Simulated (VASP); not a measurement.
# Si (P6/mmm) in VASP: further runs, part 2 of 2

VASP 6.6.1.

**4. Single point, r2SCAN**

This run uses another cell than the first one, of the same volume but with other edges.

File POSCAR:

```
Si
1.0
    2.6650190899      0.0000000000      0.0000000000
   -1.3325095450      2.3079742334      0.0000000000
    0.0000000000      0.0000000000      2.4268463526
Si
1
Direct
    0.0000000000      0.0000000000      0.0000000000
```

File INCAR.step1:

```
ALGO = Normal
EDIFF = 1E-4
ENCUT = 520
GGA = PE
ISMEAR = 0
LASPH = True
LCHARG = False
LREAL = False
LWAVE = True
NBANDS = 8
NELM = 80
PREC = Accurate
SIGMA = 0.15
```

File INCAR.step2:

```
ALGO = Normal
EDIFF = 1E-6
ENCUT = 520
ISIF = 2
ISMEAR = 0
ISTART = 1
LASPH = True
LCHARG = True
LELF = True
LMIXTAU = True
LREAL = False
LVHAR = True
LWAVE = False
METAGGA = R2SCAN
NBANDS = 8
NELM = 80
PREC = Accurate
SIGMA = 0.15
```

File KPOINTS:

```
k-points
0
Gamma
  30 30 26
```

Potentials or basis: VASP PAW PBE potentials, release 64 (Si).

Run with:

```
> cat potpaw_PBE.64/Si/POTCAR > POTCAR
> cp INCAR.step1 INCAR
> mpirun -np 1 vasp_std > vasp.out
> cp INCAR.step2 INCAR
> mpirun -np 1 vasp_std > vasp.out
```

OUTCAR:

```text
EDIFF = 1E-6
   ENCUT = 520
   ISIF = 2
   ISMEAR = 0
   ISTART = 1
   LASPH = True
   LREAL = False
   METAGGA = R2SCAN
   NELM = 80
   PREC = Accurate

 ion  position               nearest neighbor table
   1  0.000  0.000  0.000-

  LATTYP: Found a hexagonal cell.
 ALAT       =     2.6650190899
 C/A-ratio  =     0.9106300070

  Lattice vectors:

 A1 = (   2.6650190899,   0.0000000000,   0.0000000000)
 A2 = (  -1.3325095450,   2.3079742334,   0.0000000000)
 A3 = (   0.0000000000,   0.0000000000,   2.4268463526)

Analysis of symmetry for initial positions (statically):
=====================================================================
 Subroutine PRICEL returns:
 Original cell was already a primitive cell.

 Routine SETGRP: Setting up the symmetry group for a
 hexagonal supercell.

 Subroutine GETGRP returns: Found 24 space group operations
 (whereof 24 operations were pure point group operations)
 out of a pool of 24 trial point group operations.

The static configuration has the point symmetry D_6h.

Analysis of symmetry for dynamics (positions and initial velocities):
=====================================================================
 Subroutine PRICEL returns:
 Original cell was already a primitive cell.

 Routine SETGRP: Setting up the symmetry group for a
 hexagonal supercell.

 Subroutine GETGRP returns: Found 24 space group operations
 (whereof 24 operations were pure point group operations)
 out of a pool of 24 trial point group operations.

The dynamic configuration has the point symmetry D_6h.

 Subroutine INISYM returns: Found 24 space group operations
 (whereof 24 operations are pure point group operations),
 and found     1 'primitive' translations

----------------------------------------------------------------------------------------

                                     Primitive cell

  volume of cell :      14.9270

  direct lattice vectors                    reciprocal lattice vectors
     2.665019090  0.000000000  0.000000000     0.375231834  0.216640200  0.000000000
    -1.332509545  2.307974233  0.000000000     0.000000000  0.433280400  0.000000000
     0.000000000  0.000000000  2.426846353     0.000000000  0.000000000  0.412057401

  length of vectors
     2.665019090  2.665019090  2.426846353     0.433280400  0.433280400  0.412057401

  position of ions in fractional coordinates (direct lattice)
     0.000000000  0.000000000  0.000000000

  ion indices of the primitive-cell ions
   primitive index   ion index
                 1           1

----------------------------------------------------------------------------------------

 KPOINTS: k-points

Automatic generation of k-mesh.
 Grid dimensions read from file:
 generate k-points for:   30   30   26

 Generating k-lattice:

  Cartesian coordinates                     Fractional coordinates (reciprocal lattice)
     0.012507728  0.007221340  0.000000000     0.033333333 -0.000000000  0.000000000
     0.000000000  0.014442680  0.000000000     0.000000000  0.033333333  0.000000000
     0.000000000  0.000000000  0.015848362     0.000000000  0.000000000  0.038461538

  Length of vectors
     0.014442680  0.014442680  0.015848362

  Shift w.r.t. Gamma in fractional coordinates (k-lattice)
     0.000000000  0.000000000  0.000000000

 Subroutine IBZKPT returns following result:
 ===========================================

 Found   1274 irreducible k-points:

 Following reciprocal coordinates:
            Coordinates               Weight
  0.000000  0.000000  0.000000      1.000000
  0.033333 -0.000000  0.000000      6.000000
  0.066667  0.000000  0.000000      6.000000
  0.100000  0.000000  0.000000      6.000000
  0.133333  0.000000  0.000000      6.000000
  0.166667  0.000000  0.000000      6.000000
[... 16 lines left out ...]
  0.233333  0.033333  0.000000     12.000000
  0.266667  0.033333  0.000000     12.000000
 [... further k-points ...]
   k-points           NKPTS =   1274   k-points in BZ     NKDIM =   1274   number of bands    NBANDS=      8
   number of dos      NEDOS =    301   number of ions     NIONS =      1
   total plane-waves  NPLWV =   7200
   dimension x,y,z NGX =    20 NGY =   20 NGZ =   18
   dimension x,y,z NGXF=    40 NGYF=   40 NGZF=   36
   ions per type =               1
   NGX,Y,Z   is equivalent  to a cutoff of  12.48, 12.48, 12.33 a.u.
   NGXF,Y,Z  is equivalent  to a cutoff of  24.95, 24.95, 24.66 a.u.
 SYSTEM =  unknown system
   PREC   = accura    normal or accurate (medium, high low for compatibility)
   ISTART =      1    job   : 0-new  1-cont  2-samecut
   ICHARG =      0    charge: 1-file 2-atom 10-const
   ISPIN  =      1    spin polarized calculation?
   LNONCOLLINEAR =      F non collinear calculations
   LSORBIT =      F    spin-orbit coupling
   LASPH  =      T    aspherical Exc in radial PAW
   ENCUT  =  520.0 eV  38.22 Ry    6.18 a.u.   4.96  4.96  4.51*2*pi/ulx,y,z
   NELM   =     80;   NELMIN=  2; NELMDL=  0     # of ELM steps
   EDIFF  = 0.1E-05   stopping-criterion for ELM
   LREAL  =      F    real-space projection
   EDIFFG = 0.1E-04   stopping-criterion for IOM
   NSW    =      0    number of steps for IOM
   IBRION =     -1    ionic relax: 0-MD 1-quasi-New 2-CG
   NFREE  =      0    steps in history (QN), initial steepest desc. (CG)
   ISIF   =      2    stress and relaxation
   ISYM   =      2    0-nonsym 1-usesym 2-fastsym
   POTIM  = 0.5000    time-step for ionic-motion
   TEBEG  =    0.0;   TEEND  =   0.0 temperature during run
   PSTRESS=    0.0 pullay stress
   NELECT =       4.0000    total number of electrons
   NUPDOWN=      -1.0000    fix difference up-down
   EMIN   =  10.00;   EMAX   =-10.00  energy-range for DOS
   EFERMI =   0.00;   METHOD = LEGACY
   ISMEAR =     0;   SIGMA  =   0.15  broadening in eV -4-tet -1-fermi 0-gaus
   EFERMI_NEDOS =   21; number of points for ismear=-14 and -15
   IALGO  =     38    algorithm
   IMIX   =      4    mixing-type and parameters
     AMIX     =   0.40;   BMIX     =  1.00
     AMIX_MAG =   1.60;   BMIX_MAG =  1.00
  volume/ion in A,a.u.               =      14.93       100.73
  Fermi-wavevector in a.u.,A,eV,Ry     =   1.055448  1.994508 15.156498  1.113971
  Thomas-Fermi vector in A             =   2.190647
   LORBIT       =      0    0 simple, 1 ext, 2 COOP (PROOUT), +10 PAW based schemes
   METAGGA = R2SCAN    functional components
   LHFCALC =     F    Hartree Fock is set to
   AEXX    =    0.0000 exact exchange contribution
   IVDW    =     0    specifies the selected vdW correction
   LEPSILON=     F    determine dielectric tensor
   LRPA    =     F    only Hartree local field effects (RPA)
 non-spin polarized calculation
 Gauss-broadening in eV      SIGMA  =   0.15
  energy-cutoff  :      520.00
  volume of cell :       14.93
 maximum number of plane-waves:       423
 NGX is ok and might be reduce to    20

 number of electron       4.0000000 magnetization

 Free energy of the ion-electron system (eV)
  ---------------------------------------------------
  ext. energy  EPLUGINS =         0.00000000
  ---------------------------------------------------
  free energy    TOTEN  =        -8.32331596 eV

  energy without entropy =       -8.31932572  energy(sigma->0) =       -8.32132084

 E-fermi :   9.5041     XC(G=0): -11.5918

 val. band max:        9.4992236906   @ k =   0.4000   0.0333   0.4231
 cond. band min:       9.5066388496   @ k =   0.2000   0.1667   0.2692
 fundamental gap:      0.0074151590
 Fermi energy:         9.5041328652

 k-point     1 :       0.0000    0.0000    0.0000
  band No.  band energies     occupation
      1      -5.2628      2.00000
      2      17.6246      0.00000
      3      18.8918      0.00000
      4      19.6925      0.00000
      5      19.6925      0.00000
      6      22.0731      0.00000
      7      22.0731      0.00000
      8      27.7035      0.00000

 k-point     2 :       0.0333   -0.0000    0.0000
  band No.  band energies     occupation
      1      -5.2309      2.00000
      2      17.4059      0.00000
      3      18.9186      0.00000
      4      19.4505      0.00000
      5      19.5850      0.00000
      6      22.0642      0.00000
      7      22.3707      0.00000
      8      28.0661      0.00000
[... 221 lines left out ...]
 k-point    23 :       0.2333    0.0333    0.0000
  band No.  band energies     occupation
      1      -3.4562      2.00000
      2      10.2153      0.00000
      3      15.3432      0.00000
      4      18.0432      0.00000
      5      20.4048      0.00000
      6      23.7299      0.00000
      7      28.6843      0.00000
      8      32.1825      0.00000

 k-point    24 :       0.2667    0.0333    0.0000
  band No.  band energies     occupation
      1      -2.9531      2.00000
      2       8.9620      2.00000
      3      14.9557      0.00000
      4      17.7500      0.00000
      5      20.8227      0.00000
      6      24.2362      0.00000
      7      29.8895      0.00000
      8      31.1920      0.00000

 [... further k-points ...]
[... 5 lines left out ...]
  --------------------------------------------------------------------------------------
  -------------------------------------------------------------------------------------
  Total       -0.1564470     -0.1564470      0.4775456      0.0000000     -0.0000000      0.0000000
  in kB      -16.7920757    -16.7920757     51.2568446      0.0000000     -0.0000000      0.0000000
  external PRESSURE =       5.8908977 kB  Pullay stress =       0.0000000 kB

 VOLUME and BASIS-vectors are now :
 -----------------------------------------------------------------------------
  energy-cutoff  :      520.00
  volume of cell :       14.93
      direct lattice vectors                 reciprocal lattice vectors
     2.665019090  0.000000000  0.000000000     0.375231834  0.216640200  0.000000000
    -1.332509545  2.307974233  0.000000000     0.000000000  0.433280400  0.000000000
     0.000000000  0.000000000  2.426846353     0.000000000  0.000000000  0.412057401

 POSITION                                       TOTAL-FORCE (eV/Angst)
 -----------------------------------------------------------------------------------
      0.00000      0.00000      0.00000         0.000000      0.000000      0.000000
 -----------------------------------------------------------------------------------
    total drift:                               -0.000000     -0.000000      0.000000

  FREE ENERGIE OF THE ION-ELECTRON SYSTEM (eV)
  ---------------------------------------------------
  free  energy   TOTEN  =        -8.3233159650 eV

  energy  without entropy=       -8.3193257241  energy(sigma->0) =       -8.32132084
```

Wall time 6.1 min (1 thread of AMD EPYC 7R43 (Zen 3), shared host); peak memory 0.19 GiB.

Results:

```
Free energy            : -8.3233 eV
Pressure               : 0.6 GPa
Band gap on the k mesh : zero (bands 2 and 3 overlap by 12.98 eV)
```

Stress tensor (GPa, compression positive):
```
-1.68  0.00  0.00
 0.00 -1.68  0.00
 0.00  0.00  5.13
```

Caveat: the stress differs along the axes, from -2 to 5 GPa; the PAW data sets were made with another functional, which shifts forces and pressure a little.

**5. The runs side by side**

| cell | gap on the mesh (eV) | pressure (GPa) |
| --- | --- | --- |
| a = 2.703, b = 2.703, c = 2.359 Å, angles 90.0, 90.0, 120.0°, 1 atom | none | 1.9 |
| a = 2.547, b = 2.547, c = 2.657 Å, angles 90.0, 90.0, 120.0°, 1 atom | none | 0.9 |
| a = 2.665, b = 2.665, c = 2.427 Å, angles 90.0, 90.0, 120.0°, 1 atom | none | 0.6 |

Alike in all rows: task single point; level r2SCAN; potentials or basis VASP PAW PBE potentials, release 64 (Si); no spin polarisation; k mesh 30 × 30 × 26; cutoff (eV) 520; smearing gaussian 0.15 eV.

Caveats: the PAW data sets were made with another functional, which shifts forces and pressure a little; the stress differs along the axes, from -4 to 14 GPa (at least some runs); the stress differs along the axes, from -14 to 8 GPa (at least some runs); the stress differs along the axes, from -2 to 5 GPa (at least some runs).

Absolute energies hang on the potentials; compare differences alone.
